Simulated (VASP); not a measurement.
# CuF (P4/mmm) in VASP: further runs, part 2 of 2

VASP 6.6.1. The steps go on from the part before.

### 3 Single point, PBE-based screened hybrid with 15 % exact exchange

The input, POSCAR:

```
CuF
1.0
    2.4710065500      0.0000000000      0.0000000000
    0.0000000000      2.4710065500      0.0000000000
    0.0000000000      0.0000000000      3.4165013900
Cu F
1 1
Direct
    0.0000000000      0.0000000000      0.0000000000
    0.5000000000      0.5000000000      0.5000000000
```

The input, INCAR.step1:

```
SYSTEM = CuF
PREC = Accurate
ENCUT = 520
EDIFF = 1E-5
ISMEAR = -1
SIGMA = 0.05
LREAL = .False.
LASPH = .True.
NELM = 80
ALGO = Normal
ISIF = 2
LWAVE = .True.
GGA = PE
NBANDS = 16
```

The input, INCAR.step2:

```
SYSTEM = CuF
PREC = Accurate
ENCUT = 520
EDIFF = 1E-6
ISMEAR = -1
SIGMA = 0.05
LREAL = .False.
LASPH = .True.
NELM = 80
ALGO = Normal
ISIF = 2
LWAVE = .False.
LCHARG = .True.
GGA = PE
LHFCALC = .True.
AEXX = 0.15
HFSCREEN = 0.2
PRECFOCK = Normal
LELF = .True.
LVHAR = .True.
ISTART = 1
NBANDS = 16
```

The input, KPOINTS:

```
regular mesh
0
Gamma
  6 6 4
  0 0 0
```

Potentials or basis: VASP PAW PBE potentials, release 64 (Cu, F).

Command:

```
$ cat potpaw_PBE.64/Cu/POTCAR potpaw_PBE.64/F/POTCAR > POTCAR
$ cp INCAR.step1 INCAR
$ mpirun -np 1 vasp_std > vasp.out
$ cp INCAR.step2 INCAR
$ mpirun -np 1 vasp_std > vasp.out
```

OUTCAR:

```text
SYSTEM = CuF
   PREC = Accurate
   ENCUT = 520
   EDIFF = 1E-6
   ISMEAR = -1
   LREAL = .False.
   LASPH = .True.
   NELM = 80
   ISIF = 2
   GGA = PE
   LHFCALC = .True.
   AEXX = 0.15
   HFSCREEN = 0.2
   PRECFOCK = Normal
   ISTART = 1

 ion  position               nearest neighbor table
   1  0.000  0.000  0.000-
   2  0.500  0.500  0.500-

  LATTYP: Found a simple tetragonal cell.
 ALAT       =     2.4710065500
 C/A-ratio  =     1.3826355054

  Lattice vectors:

 A1 = (   2.4710065500,   0.0000000000,   0.0000000000)
 A2 = (   0.0000000000,   2.4710065500,   0.0000000000)
 A3 = (   0.0000000000,   0.0000000000,   3.4165013900)

Analysis of symmetry for initial positions (statically):
=====================================================================
 Subroutine PRICEL returns:
 Original cell was already a primitive cell.

 Routine SETGRP: Setting up the symmetry group for a
 simple tetragonal supercell.

 Subroutine GETGRP returns: Found 16 space group operations
 (whereof 16 operations were pure point group operations)
 out of a pool of 16 trial point group operations.

The static configuration has the point symmetry D_4h.

Analysis of symmetry for dynamics (positions and initial velocities):
=====================================================================
 Subroutine PRICEL returns:
 Original cell was already a primitive cell.

 Routine SETGRP: Setting up the symmetry group for a
 simple tetragonal supercell.

 Subroutine GETGRP returns: Found 16 space group operations
 (whereof 16 operations were pure point group operations)
 out of a pool of 16 trial point group operations.

The dynamic configuration has the point symmetry D_4h.

 Subroutine INISYM returns: Found 16 space group operations
 (whereof 16 operations are pure point group operations),
 and found     1 'primitive' translations

----------------------------------------------------------------------------------------

                                     Primitive cell

  volume of cell :      20.8607

  direct lattice vectors                    reciprocal lattice vectors
     2.471006550  0.000000000  0.000000000     0.404693383  0.000000000  0.000000000
     0.000000000  2.471006550  0.000000000     0.000000000  0.404693383  0.000000000
     0.000000000  0.000000000  3.416501390     0.000000000  0.000000000  0.292697086

  length of vectors
     2.471006550  2.471006550  3.416501390     0.404693383  0.404693383  0.292697086

  position of ions in fractional coordinates (direct lattice)
     0.000000000  0.000000000  0.000000000
     0.500000000  0.500000000  0.500000000

  ion indices of the primitive-cell ions
   primitive index   ion index
                 1           1
                 2           2

----------------------------------------------------------------------------------------

 KPOINTS: regular mesh

Automatic generation of k-mesh.
 Grid dimensions read from file:
 generate k-points for:    6    6    4

 Generating k-lattice:

  Cartesian coordinates                     Fractional coordinates (reciprocal lattice)
     0.067448897  0.000000000  0.000000000     0.166666667  0.000000000  0.000000000
     0.000000000  0.067448897  0.000000000     0.000000000  0.166666667  0.000000000
     0.000000000  0.000000000  0.073174271     0.000000000  0.000000000  0.250000000

  Length of vectors
     0.067448897  0.067448897  0.073174271

  Shift w.r.t. Gamma in fractional coordinates (k-lattice)
     0.000000000  0.000000000  0.000000000

 Subroutine IBZKPT returns following result:
 ===========================================

 Found     30 irreducible k-points:

 Following reciprocal coordinates:
            Coordinates               Weight
  0.000000  0.000000  0.000000      1.000000
  0.166667  0.000000  0.000000      4.000000
  0.333333  0.000000  0.000000      4.000000
  0.500000  0.000000  0.000000      2.000000
  0.166667  0.166667  0.000000      4.000000
  0.333333  0.166667  0.000000      8.000000
[... 16 lines left out ...]
  0.333333  0.000000  0.500000      4.000000
  0.500000  0.000000  0.500000      2.000000
 [... further k-points ...]
   k-points           NKPTS =     30   k-points in BZ     NKDIM =    144   number of bands    NBANDS=     16
   number of dos      NEDOS =    301   number of ions     NIONS =      2
   total plane-waves  NPLWV =   9072
   dimension x,y,z NGX =    18 NGY =   18 NGZ =   28
   dimension x,y,z NGXF=    36 NGYF=   36 NGZF=   56
   ions per type =               1   1
   NGX,Y,Z   is equivalent  to a cutoff of  12.11, 12.11, 13.62 a.u.
   NGXF,Y,Z  is equivalent  to a cutoff of  24.22, 24.22, 27.25 a.u.
 SYSTEM =  CuF
   PREC   = accura    normal or accurate (medium, high low for compatibility)
   ISTART =      1    job   : 0-new  1-cont  2-samecut
   ICHARG =      0    charge: 1-file 2-atom 10-const
   ISPIN  =      1    spin polarized calculation?
   LNONCOLLINEAR =      F non collinear calculations
   LSORBIT =      F    spin-orbit coupling
   LASPH  =      T    aspherical Exc in radial PAW
   ENCUT  =  520.0 eV  38.22 Ry    6.18 a.u.   4.59  4.59  6.35*2*pi/ulx,y,z
   NELM   =     80;   NELMIN=  2; NELMDL=  0     # of ELM steps
   EDIFF  = 0.1E-05   stopping-criterion for ELM
   LREAL  =      F    real-space projection
   EDIFFG = 0.1E-04   stopping-criterion for IOM
   NSW    =      0    number of steps for IOM
   IBRION =     -1    ionic relax: 0-MD 1-quasi-New 2-CG
   NFREE  =      0    steps in history (QN), initial steepest desc. (CG)
   ISIF   =      2    stress and relaxation
   ISYM   =      3    0-nonsym 1-usesym 2-fastsym
   POTIM  = 0.5000    time-step for ionic-motion
   TEBEG  =    0.0;   TEEND  =   0.0 temperature during run
   PSTRESS=    0.0 pullay stress
   NELECT =      18.0000    total number of electrons
   NUPDOWN=      -1.0000    fix difference up-down
   EMIN   =  10.00;   EMAX   =-10.00  energy-range for DOS
   EFERMI =   0.00;   METHOD = LEGACY
   ISMEAR =    -1;   SIGMA  =   0.05  broadening in eV -4-tet -1-fermi 0-gaus
   EFERMI_NEDOS =   21; number of points for ismear=-14 and -15
   IALGO  =     38    algorithm
   IMIX   =      1    mixing-type and parameters
     AMIX     =   0.40;   BMIX     =  1.00
     AMIX_MAG =   1.60;   BMIX_MAG =  1.00
  volume/ion in A,a.u.               =      10.43        70.39
  Fermi-wavevector in a.u.,A,eV,Ry     =   1.558556  2.945245 33.049887  2.429098
  Thomas-Fermi vector in A             =   2.662044
   LORBIT       =      0    0 simple, 1 ext, 2 COOP (PROOUT), +10 PAW based schemes
   GGA     = PE    functional components
   LHFCALC =     T    Hartree Fock is set to
   PRECFOCK=normal    Normal, Fast or Accurate (Low or Medium for compatibility)
   ENCUT4O =  -1.0   cutoff for four orbital integrals eV
   NKREDX  =     1    reduce k-point grid by
   NKREDY  =     1    reduce k-point grid by
   NKREDZ  =     1    reduce k-point grid by
   AEXX    =    0.1500 exact exchange contribution
   HFSCREEN=    0.2000 screening length (either q_TF or 0.3 A-1)
   HFSCREENC=   0.2000 screening length for correlation (either q_TF or 0.3 A-1)
   ENCUTFOCK=  -1.0 apply spherical cutoff to Coloumb kernel
   IVDW    =     0    specifies the selected vdW correction
   LEPSILON=     F    determine dielectric tensor
   LRPA    =     F    only Hartree local field effects (RPA)
 non-spin polarized calculation
  energy-cutoff  :      520.00
  volume of cell :       20.86
 maximum number of plane-waves:       580
  NGX = 14; NGY = 14; NGZ = 20

 number of electron      17.9999968 magnetization

 Free energy of the ion-electron system (eV)
  ---------------------------------------------------
  ext. energy  EPLUGINS =         0.00000000
  ---------------------------------------------------
  free energy    TOTEN  =        -7.70073172 eV

  energy without entropy =       -7.69914442  energy(sigma->0) =       -7.69993807

 E-fermi :   3.8181     XC(G=0): -10.4271

 val. band max:        3.7661845131   @ k =   0.5000   0.5000   0.5000
 cond. band min:       4.3948845516   @ k =   0.1667   0.0000   0.0000
 fundamental gap:      0.6287000386
 Fermi energy:         3.8181410739

 k-point     1 :       0.0000    0.0000    0.0000
  band No.  band energies     occupation
      1     -20.8358      2.00000
      2      -1.6084      2.00000
      3       0.1215      2.00000
      4       0.8200      2.00000
      5       0.8448      2.00000
      6       0.8448      2.00000
[... 8 lines left out ...]
     15      25.7167      0.00000
     16      33.8989      0.00000
[... 419 lines left out ...]
 k-point    24 :       0.5000    0.0000    0.5000
  band No.  band energies     occupation
      1     -20.0589      2.00000
      2      -2.6638      2.00000
      3      -1.9195      2.00000
      4       0.9984      2.00000
      5       1.2065      2.00000
      6       1.8134      2.00000
[... 8 lines left out ...]
     15      32.1718      0.00000
     16      32.2043      0.00000

 [... further k-points ...]
[... 5 lines left out ...]
  --------------------------------------------------------------------------------------
  -------------------------------------------------------------------------------------
  Total        1.5214128      1.5214128     -2.2913790      0.0000000     -0.0000000      0.0000000
  in kB      116.8498742    116.8498742   -175.9859983      0.0000000     -0.0000000      0.0000000
  external PRESSURE =      19.2379167 kB  Pullay stress =       0.0000000 kB

 VOLUME and BASIS-vectors are now :
 -----------------------------------------------------------------------------
  energy-cutoff  :      520.00
  volume of cell :       20.86
      direct lattice vectors                 reciprocal lattice vectors
     2.471006550  0.000000000  0.000000000     0.404693383  0.000000000  0.000000000
     0.000000000  2.471006550  0.000000000     0.000000000  0.404693383  0.000000000
     0.000000000  0.000000000  3.416501390     0.000000000  0.000000000  0.292697086

 POSITION                                       TOTAL-FORCE (eV/Angst)
 -----------------------------------------------------------------------------------
      0.00000      0.00000      0.00000         0.000000      0.000000      0.000000
      1.23550      1.23550      1.70825         0.000000      0.000000      0.000000
 -----------------------------------------------------------------------------------
    total drift:                               -0.000000     -0.000001      0.000001

  FREE ENERGIE OF THE ION-ELECTRON SYSTEM (eV)
  ---------------------------------------------------
  free  energy   TOTEN  =        -7.7007317242 eV

  energy  without entropy=       -7.6991444182  energy(sigma->0) =       -7.69993807
```

It took 37 min on 1 thread of Intel Xeon 8259CL, shared host; peak memory 0.24 GiB.

Results:

```
Free energy            : -7.7007 eV
Pressure               : 1.9 GPa
Band gap on the k mesh : zero (bands 9 and 10 overlap by 0.28 eV)
```

Levels at points of the mesh, in eV from the Fermi level:
```tsv
k point	band 6	band 7	band 8	band 9	band 10	band 11	band 12	band 13
(0.00, 0.00, 0.00)	-2.97	-1.04	-1.04	-0.78	-0.33	13.12	14.94	20.77
(0.50, 0.00, 0.00)	-1.09	-0.94	-0.75	-0.38	3.98	7.20	12.62	20.19
(0.50, 0.50, 0.00)	-1.95	-1.95	-1.19	-0.06	9.68	9.83	9.83	15.03
(0.00, 0.00, 0.50)	-2.09	-0.78	-0.60	-0.60	3.80	6.58	20.85	20.85
(0.50, 0.00, 0.50)	-2.00	-1.49	-0.99	-0.76	5.65	7.01	12.33	17.46
(0.50, 0.50, 0.50)	-0.97	-0.97	-0.73	-0.05	8.06	8.06	10.58	14.15
```

Caveat: the k points lie up to 0.46 Å⁻¹ apart; the PAW data sets were made with another functional, which shifts forces and pressure a little.
